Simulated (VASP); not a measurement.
# CdI2 (P-3m1) in VASP: notebook, part 2 of 3

VASP 6.6.1. Earlier steps stand in the parts before.

**3. Electric field gradients, PBEsol (34.95 Å³/atom)**

This run uses another cell than the first one, of 34.95 Å³/atom.

INCAR

```
PREC = Accurate
ENCUT = 400
EDIFF = 1E-8
ISMEAR = -1
SIGMA = 0.03
LREAL = False
LASPH = True
NELM = 120
ALGO = Normal
ISIF = 2
LWAVE = False
LCHARG = False
GGA = PS
LEFG = True
NBANDS = 20
GGA_COMPAT = False
```

KPOINTS

```
regular mesh
0
Gamma
  8 8 5
```

POSCAR

```
CdI2
1.0
    4.2155151402      0.0000000000      0.0000000000
   -2.1077575701      3.6507432014      0.0000000000
    0.0000000000      0.0000000000      6.8129650559
Cd I
1 2
Direct
    0.0000000000      0.0000000000      0.0000000000
    0.3333333333      0.6666666667      0.2492000000
    0.6666666667      0.3333333333      0.7508000000
```

Potentials or basis: VASP PAW PBE potentials, release 64 (Cd, I).

Run with:

```console
> cat potpaw_PBE.64/Cd/POTCAR potpaw_PBE.64/I/POTCAR > POTCAR
> mpirun -np 1 vasp_std > vasp.out
```

OUTCAR:

```text
PREC = Accurate
   ENCUT = 400
   EDIFF = 1E-8
   ISMEAR = -1
   LREAL = False
   LASPH = True
   NELM = 120
   ISIF = 2
   GGA = PS

 ion  position               nearest neighbor table
   1  0.000  0.000  0.000-   2 2.97   3 2.97   2 2.97   3 2.97   3 2.97   2 2.97
   2  0.333  0.667  0.249-   1 2.97   1 2.97   1 2.97
   3  0.667  0.333  0.751-   1 2.97   1 2.97   1 2.97

  LATTYP: Found a hexagonal cell.
 ALAT       =     4.2155151402
 C/A-ratio  =     1.6161642953

  Lattice vectors:

 A1 = (   4.2155151402,   0.0000000000,   0.0000000000)
 A2 = (  -2.1077575701,   3.6507432014,   0.0000000000)
 A3 = (   0.0000000000,   0.0000000000,   6.8129650559)

Analysis of symmetry for initial positions (statically):
=====================================================================
 Subroutine PRICEL returns:
 Original cell was already a primitive cell.

 Routine SETGRP: Setting up the symmetry group for a
 hexagonal supercell.

 Subroutine GETGRP returns: Found 12 space group operations
 (whereof 12 operations were pure point group operations)
 out of a pool of 24 trial point group operations.

The static configuration has the point symmetry D_3d.

Analysis of symmetry for dynamics (positions and initial velocities):
=====================================================================
 Subroutine PRICEL returns:
 Original cell was already a primitive cell.

 Routine SETGRP: Setting up the symmetry group for a
 hexagonal supercell.

 Subroutine GETGRP returns: Found 12 space group operations
 (whereof 12 operations were pure point group operations)
 out of a pool of 24 trial point group operations.

The dynamic configuration has the point symmetry D_3d.

 Subroutine INISYM returns: Found 12 space group operations
 (whereof 12 operations are pure point group operations),
 and found     1 'primitive' translations

----------------------------------------------------------------------------------------

                                     Primitive cell

  volume of cell :     104.8499

  direct lattice vectors                    reciprocal lattice vectors
     4.215515140  0.000000000  0.000000000     0.237218932  0.136958414  0.000000000
    -2.107757570  3.650743201  0.000000000     0.000000000  0.273916829  0.000000000
     0.000000000  0.000000000  6.812965056     0.000000000  0.000000000  0.146778971

  length of vectors
     4.215515140  4.215515140  6.812965056     0.273916829  0.273916829  0.146778971

  position of ions in fractional coordinates (direct lattice)
     0.000000000  0.000000000  0.000000000
     0.333333333  0.666666667  0.249200000
     0.666666667  0.333333333  0.750800000

  ion indices of the primitive-cell ions
   primitive index   ion index
                 1           1
                 2           2
                 3           3

[... 74 lines left out ...]
   NSW    =      0    number of steps for IOM
   IBRION =     -1    ionic relax: 0-MD 1-quasi-New 2-CG
   NFREE  =      0    steps in history (QN), initial steepest desc. (CG)
   ISIF   =      2    stress and relaxation
   ISYM   =      2    0-nonsym 1-usesym 2-fastsym
   POTIM  = 0.5000    time-step for ionic-motion
   TEBEG  =    0.0;   TEEND  =   0.0 temperature during run
   PSTRESS=    0.0 pullay stress
   NELECT =      26.0000    total number of electrons
   NUPDOWN=      -1.0000    fix difference up-down
   EMIN   =  10.00;   EMAX   =-10.00  energy-range for DOS
   EFERMI =   0.00;   METHOD = LEGACY
   ISMEAR =    -1;   SIGMA  =   0.03  broadening in eV -4-tet -1-fermi 0-gaus
   EFERMI_NEDOS =   21; number of points for ismear=-14 and -15
   IALGO  =     38    algorithm
   IMIX   =      4    mixing-type and parameters
     AMIX     =   0.40;   BMIX     =  1.00
     AMIX_MAG =   1.60;   BMIX_MAG =  1.00
  volume/ion in A,a.u.               =      34.95       235.85
  Fermi-wavevector in a.u.,A,eV,Ry     =   1.028513  1.943608 14.392782  1.057840
  Thomas-Fermi vector in A             =   2.162514
   LORBIT       =      0    0 simple, 1 ext, 2 COOP (PROOUT), +10 PAW based schemes
   GGA     = PS    functional components
   LHFCALC =     F    Hartree Fock is set to
   AEXX    =    0.0000 exact exchange contribution
   IVDW    =     0    specifies the selected vdW correction
   LEPSILON=     F    determine dielectric tensor
   LRPA    =     F    only Hartree local field effects (RPA)
 non-spin polarized calculation
  energy-cutoff  :      400.00
  volume of cell :      104.85
 maximum number of plane-waves:      1916
 NGX is ok and might be reduce to    28
   NGX = 13   NGY = 13   NGZ = 23

 number of electron      26.0000019 magnetization

 Free energy of the ion-electron system (eV)
  ---------------------------------------------------
  ext. energy  EPLUGINS =         0.00000000
  ---------------------------------------------------
  free energy    TOTEN  =        -6.37233963 eV

  energy without entropy =       -6.37233963  energy(sigma->0) =       -6.37233963

 E-fermi :   2.7946     XC(G=0):  -8.8484

 val. band max:        2.1222770177   @ k =   0.1250  -0.0000   0.2000
 cond. band min:       4.4245744460   @ k =   0.5000  -0.0000   0.4000
 fundamental gap:      2.3022974283
 Fermi energy:         2.7945502192

 k-point     1 :       0.0000    0.0000    0.0000
  band No.  band energies     occupation
      1     -10.1643      2.00000
      2      -9.4036      2.00000
      3      -5.4950      2.00000
      4      -5.4950      2.00000
      5      -5.3718      2.00000
      6      -5.2755      2.00000
[... 541 lines left out ...]
     19       9.7598      0.00000
     20      11.1145      0.00000

 [... further k-points ...]
[... 5 lines left out ...]
  --------------------------------------------------------------------------------------
  -------------------------------------------------------------------------------------
  Total        0.1336079      0.1336079      0.2266112      0.0000000      0.0000000     -0.0000000
  in kB        2.0416185      2.0416185      3.4627710      0.0000000      0.0000000     -0.0000000
  external PRESSURE =       2.5153360 kB  Pullay stress =       0.0000000 kB

 VOLUME and BASIS-vectors are now :
 -----------------------------------------------------------------------------
  energy-cutoff  :      400.00
  volume of cell :      104.85
      direct lattice vectors                 reciprocal lattice vectors
     4.215515140  0.000000000  0.000000000     0.237218932  0.136958414  0.000000000
    -2.107757570  3.650743201  0.000000000     0.000000000  0.273916829  0.000000000
     0.000000000  0.000000000  6.812965056     0.000000000  0.000000000  0.146778971

 POSITION                                       TOTAL-FORCE (eV/Angst)
 -----------------------------------------------------------------------------------
      0.00000      0.00000      0.00000        -0.000000      0.000000      0.000000
     -0.00000      2.43383      1.69779         0.000000      0.000000      0.045284
      2.10776      1.21691      5.11517        -0.000000      0.000000     -0.045284
 -----------------------------------------------------------------------------------
    total drift:                               -0.000000      0.000000      0.000000

  FREE ENERGIE OF THE ION-ELECTRON SYSTEM (eV)
  ---------------------------------------------------
  free  energy   TOTEN  =        -6.3723396298 eV

  energy  without entropy=       -6.3723396298  energy(sigma->0) =       -6.37233963

 Electric field gradients (V/A^2)
---------------------------------------------------------------------
 ion       V_xx      V_yy      V_zz      V_xy      V_xz      V_yz
---------------------------------------------------------------------
   1      -0.912    -0.914     1.826    -0.002     0.000    -0.000
   2      28.147    28.147   -56.294    -0.000    -0.000     0.000
   3      28.147    28.147   -56.294    -0.000    -0.000     0.000
---------------------------------------------------------------------

 Electric field gradients after diagonalization (V/A^2)
 (convention: |V_zz| > |V_xx| > |V_yy|)
----------------------------------------------------------------------
 ion       V_xx      V_yy      V_zz     asymmetry (V_yy - V_xx)/ V_zz
----------------------------------------------------------------------
   1      -0.915    -0.911     1.826       0.002
   2      28.147    28.147   -56.294       0.000
   3      28.147    28.147   -56.294       0.000
----------------------------------------------------------------------

           NMR quadrupolar parameters

 Cq : quadrupolar parameter    Cq=e*Q*V_zz/h
 eta: asymmetry parameters     (V_yy - V_xx)/ V_zz
 Q  : nuclear electric quadrupole moment in mb (millibarn)
----------------------------------------------------------------------
 ion       Cq(MHz)       eta       Q (mb)
----------------------------------------------------------------------
   1       0.004       0.002       1.000
   2      -0.136       0.000       1.000
   3      -0.136       0.000       1.000
----------------------------------------------------------------------
```

OSZICAR:

```text
N       E                     dE             d eps       ncg     rms          rms(c)
DAV:   1     0.139930749893E+03    0.13993E+03   -0.10122E+04  1608   0.905E+02
DAV:   2     0.127840366028E+01   -0.13865E+03   -0.13428E+03  1928   0.227E+02
DAV:   3    -0.657526790501E+01   -0.78537E+01   -0.78304E+01  1908   0.547E+01
DAV:   4    -0.669891681280E+01   -0.12365E+00   -0.12363E+00  2172   0.653E+00
DAV:   5    -0.669996008131E+01   -0.10433E-02   -0.10433E-02  1884   0.594E-01    0.672E+00
DAV:   6    -0.639917976987E+01    0.30078E+00   -0.58199E-01  1712   0.842E+00    0.549E+00
DAV:   7    -0.637403341912E+01    0.25146E-01   -0.18126E-01  1804   0.267E+00    0.221E+00
DAV:   8    -0.637258432383E+01    0.14491E-02   -0.25144E-02  1764   0.173E+00    0.385E-01
DAV:   9    -0.637234521903E+01    0.23910E-03   -0.24102E-03  1824   0.539E-01    0.135E-01
DAV:  10    -0.637233572422E+01    0.94948E-05   -0.27706E-04  1808   0.160E-01    0.397E-02
DAV:  11    -0.637233980545E+01   -0.40812E-05   -0.24145E-05  1844   0.415E-02    0.193E-02
DAV:  12    -0.637233991000E+01   -0.10455E-06   -0.17406E-06  1876   0.129E-02    0.120E-02
DAV:  13    -0.637233971902E+01    0.19098E-06   -0.21556E-06  1816   0.142E-02    0.154E-03
DAV:  14    -0.637233963787E+01    0.81152E-07   -0.19425E-07  1840   0.491E-03    0.698E-04
DAV:  15    -0.637233962979E+01    0.80850E-08   -0.24085E-08  1744   0.936E-04
   1 F= -.63723396E+01 E0= -.63723396E+01  d E =-.982069E-11
```

stdout:

```text
POSCAR found type information on POSCAR CdI
 POSCAR found :  2 types and       3 ions
 scaLAPACK will be used
 -----------------------------------------------------------------------------
|                                                                             |
|                                                                             |
|     You enforced a specific xc type in the INCAR file but a different       |
|     I HOPE YOU KNOW WHAT YOU ARE DOING!                                     |
|                                                                             |
 -----------------------------------------------------------------------------

 LDA part: xc-table for (Slater+PW92), standard interpolation
 POSCAR, INCAR and KPOINTS ok, starting setup
 FFT: planning ... GRIDC
 FFT: planning ... GRID_SOFT
 FFT: planning ... GRID
 WAVECAR not read
 entering main loop
ion   1

ion   2

ion   3
```

Wall time 89 s (1 thread of Intel Xeon 8259CL, shared host); peak memory 0.21 GiB.

What came out:

```yaml
Free_energy: -6.3723 eV
Pressure: 0.3 GPa
Largest_force: 0.045 eV/Å
Band_gap_on_the_k_mesh: 2.30 eV (least direct gap 2.57 eV)
Largest_electric_field_gradient_by_atom: Cd +1.8; I -56.3 V/Å²
```

Forces in eV/Å, atoms in the order of the input:
```
Cd   0.000  0.000  0.000
I    0.000  0.000  0.045
I    0.000  0.000 -0.045
```

Electric field gradients, principal values (V/Å²):
```csv
atom,least,middle,greatest (by size)
1 Cd,-0.911,-0.915,1.826
2 I,28.147,28.147,-56.294
3 I,28.147,28.147,-56.294
```

Caveat: without QUAD_EFG the Cq values of the log hold for a quadrupole moment of 1 mb, not for the nuclei; the PAW data sets were made with another functional, which shifts forces and pressure a little; spin-orbit coupling is left out, which moves the levels of the heavy elements; an odd mesh through Γ misses points on the zone boundary, where band edges can lie; this functional lacks dispersion, which binds the layers, so the pressure and a relaxed spacing across them are unreliable.

**4. Electric field gradients, PBEsol (34.95 Å³/atom)**

This run uses another cell than the first one, of 34.95 Å³/atom.

INCAR

```
SYSTEM = CdI2
ALGO     = Normal         ! electronic algorithm
EDIFF    = 1E-8           ! SCF threshold, eV
ENCUT    = 400            ! plane-wave cutoff, eV
GGA      = PS             ! functional
GGA_COMPAT= .False.      
ISIF     = 2              ! what is computed and relaxed
ISMEAR   = -1             ! smearing method
LASPH    = .True.         ! aspherical terms in the spheres
LCHARG   = .False.        ! write CHGCAR
LEFG     = .True.       
LREAL    = .False.        ! projectors in reciprocal space
LWAVE    = .False.        ! write WAVECAR
NBANDS   = 20             ! bands
NELM     = 120            ! most SCF steps
PREC     = Accurate       ! precision mode
SIGMA    = 0.03           ! smearing width, eV
```

KPOINTS

```
k-points
0
Gamma
  8 8 5
  0 0 0
```

POSCAR is that of step 3.

Potentials or basis: VASP PAW PBE potentials, release 64 (Cd, I).

Run with:

```console
> cat potpaw_PBE.64/Cd/POTCAR potpaw_PBE.64/I/POTCAR > POTCAR
> mpirun -np 1 vasp_std > vasp.out
```

OUTCAR:

```text
SYSTEM = CdI2
   EDIFF = 1E-8
   ENCUT = 400
   GGA = PS
   ISIF = 2
   ISMEAR = -1
   LASPH = .True.
   LREAL = .False.
   NELM = 120
   PREC = Accurate

 ion  position               nearest neighbor table
   1  0.000  0.000  0.000-   2 2.97   3 2.97   2 2.97   3 2.97   3 2.97   2 2.97
   2  0.333  0.667  0.249-   1 2.97   1 2.97   1 2.97
   3  0.667  0.333  0.751-   1 2.97   1 2.97   1 2.97

[... 776 lines left out ...]
  free  energy   TOTEN  =        -6.3723396298 eV

  energy  without entropy=       -6.3723396298  energy(sigma->0) =       -6.37233963

 Electric field gradients (V/A^2)
---------------------------------------------------------------------
 ion       V_xx      V_yy      V_zz      V_xy      V_xz      V_yz
---------------------------------------------------------------------
   1      -0.912    -0.914     1.826    -0.002     0.000    -0.000
   2      28.147    28.147   -56.294    -0.000    -0.000     0.000
   3      28.147    28.147   -56.294    -0.000    -0.000     0.000
---------------------------------------------------------------------

 Electric field gradients after diagonalization (V/A^2)
 (convention: |V_zz| > |V_xx| > |V_yy|)
----------------------------------------------------------------------
 ion       V_xx      V_yy      V_zz     asymmetry (V_yy - V_xx)/ V_zz
----------------------------------------------------------------------
   1      -0.915    -0.911     1.826       0.002
   2      28.147    28.147   -56.294       0.000
   3      28.147    28.147   -56.294       0.000
----------------------------------------------------------------------

           NMR quadrupolar parameters

 Cq : quadrupolar parameter    Cq=e*Q*V_zz/h
 eta: asymmetry parameters     (V_yy - V_xx)/ V_zz
 Q  : nuclear electric quadrupole moment in mb (millibarn)
----------------------------------------------------------------------
 ion       Cq(MHz)       eta       Q (mb)
----------------------------------------------------------------------
   1       0.004       0.002       1.000
   2      -0.136       0.000       1.000
   3      -0.136       0.000       1.000
----------------------------------------------------------------------
```

OSZICAR:

```text
N       E                     dE             d eps       ncg     rms          rms(c)
DAV:   1     0.139930749893E+03    0.13993E+03   -0.10122E+04  1608   0.905E+02
DAV:   2     0.127840366028E+01   -0.13865E+03   -0.13428E+03  1928   0.227E+02
DAV:   3    -0.657526790501E+01   -0.78537E+01   -0.78304E+01  1908   0.547E+01
DAV:   4    -0.669891681280E+01   -0.12365E+00   -0.12363E+00  2172   0.653E+00
DAV:   5    -0.669996008131E+01   -0.10433E-02   -0.10433E-02  1884   0.594E-01    0.672E+00
DAV:   6    -0.639917976987E+01    0.30078E+00   -0.58199E-01  1712   0.842E+00    0.549E+00
DAV:   7    -0.637403341912E+01    0.25146E-01   -0.18126E-01  1804   0.267E+00    0.221E+00
DAV:   8    -0.637258432383E+01    0.14491E-02   -0.25144E-02  1764   0.173E+00    0.385E-01
DAV:   9    -0.637234521903E+01    0.23910E-03   -0.24102E-03  1824   0.539E-01    0.135E-01
DAV:  10    -0.637233572422E+01    0.94948E-05   -0.27706E-04  1808   0.160E-01    0.397E-02
DAV:  11    -0.637233980545E+01   -0.40812E-05   -0.24145E-05  1844   0.415E-02    0.193E-02
DAV:  12    -0.637233991000E+01   -0.10455E-06   -0.17406E-06  1876   0.129E-02    0.120E-02
DAV:  13    -0.637233971902E+01    0.19098E-06   -0.21556E-06  1816   0.142E-02    0.154E-03
DAV:  14    -0.637233963787E+01    0.81152E-07   -0.19425E-07  1840   0.491E-03    0.698E-04
DAV:  15    -0.637233962979E+01    0.80850E-08   -0.24085E-08  1744   0.936E-04
   1 F= -.63723396E+01 E0= -.63723396E+01  d E =-.982069E-11
```

It took 93 s on 1 thread of Intel Xeon 8259CL, shared host; peak memory 0.21 GiB.

Results:

- Free energy: -6.3723 eV
- Pressure: 0.3 GPa
- Largest force: 0.045 eV/Å
- Band gap on the k mesh: 2.30 eV (least direct gap 2.57 eV)
- Largest electric field gradient by atom: Cd +1.8; I -56.3 V/Å²

Forces on the atoms (eV/Å):
```
Cd   0.000  0.000  0.000
I    0.000  0.000  0.045
I    0.000  0.000 -0.045
```

Electric field gradients, principal values (V/Å²):
| atom | least | middle | greatest (by size) |
| --- | --- | --- | --- |
| 1 Cd | -0.911 | -0.915 | 1.826 |
| 2 I | 28.147 | 28.147 | -56.294 |
| 3 I | 28.147 | 28.147 | -56.294 |

Caveat: without QUAD_EFG the Cq values of the log hold for a quadrupole moment of 1 mb, not for the nuclei; the PAW data sets were made with another functional, which shifts forces and pressure a little; spin-orbit coupling is left out, which moves the levels of the heavy elements; an odd mesh through Γ misses points on the zone boundary, where band edges can lie; this functional lacks dispersion, which binds the layers, so the pressure and a relaxed spacing across them are unreliable.

[end of part 2 of 3]
